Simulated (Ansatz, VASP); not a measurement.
This is a calculation of MoS2 for Ansatz 0.2.0.

Contents of input.yaml:

```yaml
crystal:
  lattice:
    - [1.558646031, 0.8998847055, 6.0668817029]
    - [-1.558646031, 0.8998847055, 6.0668817029]
    - [0.0, -1.7997694111, 6.0668817029]
  atoms:
    - { symbol: Mo, position: [0.0, 0.0, 0.0] }
    - { symbol: S, position: [0.417, 0.417, 0.417] }
    - { symbol: S, position: [0.25, 0.25, 0.25] }
hamiltonian:
  xc: lda
  pseudopotentials: { kind: paw }
kpoints:
  mp_grid: { grid: [10, 10, 10] }
scf:
  occupations: { method: fermi_dirac, width: 0.05 }
output:
  forces: true
  stress: true
  eigenvalues: true
```

Potentials or basis: Ansatz PAW.

The run is started by

```sh
$ ansatz run input.yaml --threads 2 --pin off --max-ram 5632MiB --backend cpu --events-out ev --progress --plain --runs-dir out
```

Question: Set up the same calculation for VASP 6.6.1. Potentials there: VASP PAW LDA potentials, release 64 (Mo_sv, S).

Answer: As run (the cutoff follows the program's own potentials):

File INCAR:

```
SYSTEM = MoS2
PREC = Accurate
ENCUT = 520
EDIFF = 1E-7
ISMEAR = -1
SIGMA = 0.05
LREAL = .FALSE.
LASPH = .TRUE.
NELM = 60
ALGO = Normal
ISIF = 2
LWAVE = .FALSE.
LCHARG = .TRUE.
LELF = .TRUE.
LVHAR = .TRUE.
NBANDS = 20
```

KPOINTS

```
Automatic mesh
0
G
  10 10 10
  0 0 0
```

Contents of POSCAR:

```
MoS2
1.0
    1.5586460310      0.8998847055      6.0668817029
   -1.5586460310      0.8998847055      6.0668817029
    0.0000000000     -1.7997694111      6.0668817029
Mo S
1 2
Direct
    0.0000000000      0.0000000000      0.0000000000
    0.4170000000      0.4170000000      0.4170000000
    0.2500000000      0.2500000000      0.2500000000
```

Potentials or basis: VASP PAW LDA potentials, release 64 (Mo_sv, S).

Run with:

```console
$ cat potpaw_LDA.64/Mo_sv/POTCAR potpaw_LDA.64/S/POTCAR > POTCAR
$ mpirun -np 1 vasp_std > vasp.out
```

Both were run:

|  | VASP | Ansatz | Ansatz less VASP |
| --- | --- | --- | --- |
| gap on the k mesh at the Fermi level (eV) | 0.85 | 0.84 | -0.012 |
| least direct gap on the mesh (eV) | 2.07 | 2.07 | -0.007 |
| pressure (GPa) | 4.5 | 4.4 | -0.12 |
| traceless stress, the component that is largest in VASP (GPa) | 2.14 | 2.19 | +0.049 |
| rms of the force components (eV/Å) | 0.369 | 0.363 | -0.0066 |

LDA's correlation is that of Perdew and Zunger in VASP and of Perdew and Wang (1992) in Ansatz. Atom by atom the forces differ by 0.007 eV/Å (rms over components).
